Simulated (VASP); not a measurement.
## TePb: single point with PBE

Crystal: TePb.

```xyz
2
Lattice="0.0000 3.6415 3.6415 3.6415 0.0000 3.6415 3.6415 3.6415 0.0000" Properties=species:S:1:pos:R:3 pbc="T T T"
Pb    0.0000    0.0000    0.0000
Te    1.8207    1.8207    1.8207
```

```yaml
Program: VASP 6.6.1
Task: single point
Functional: PBE
Potentials_or_basis: VASP PAW PBE potentials, release 64 (Pb_d, Te)
Cutoff: 520 eV
k_mesh: 4 × 4 × 4
Occupations: gaussian, width 0.01 eV
Spin: no spin polarisation
```

* Pressure: 0.5 GPa
* Band gap on the k mesh: 0.59 eV (least direct gap 1.19 eV)

Levels at points of the mesh, in eV from the valence-band top:
```csv
k point,band 7,band 8,band 9,band 10,band 11,band 12,band 13,band 14
"(0.00, 0.00, 0.00)",-6.24,-1.46,-1.46,-1.46,1.52,1.52,1.52,4.11
"(0.50, 0.00, 0.00)",-7.86,-2.01,-2.01,-1.94,2.33,2.33,3.72,5.80
"(0.50, 0.50, 0.00)",-8.36,-2.68,-2.68,-0.60,0.59,4.39,4.39,5.66
```

Wall time 49 s on 1 thread of AMD EPYC 7R43 64-Core Processor (Zen 3), on a shared host, peak memory 0.2 GiB.

Caveat: spin-orbit coupling is left out, which moves the levels of the heavy elements. A k mesh can miss the band edges.
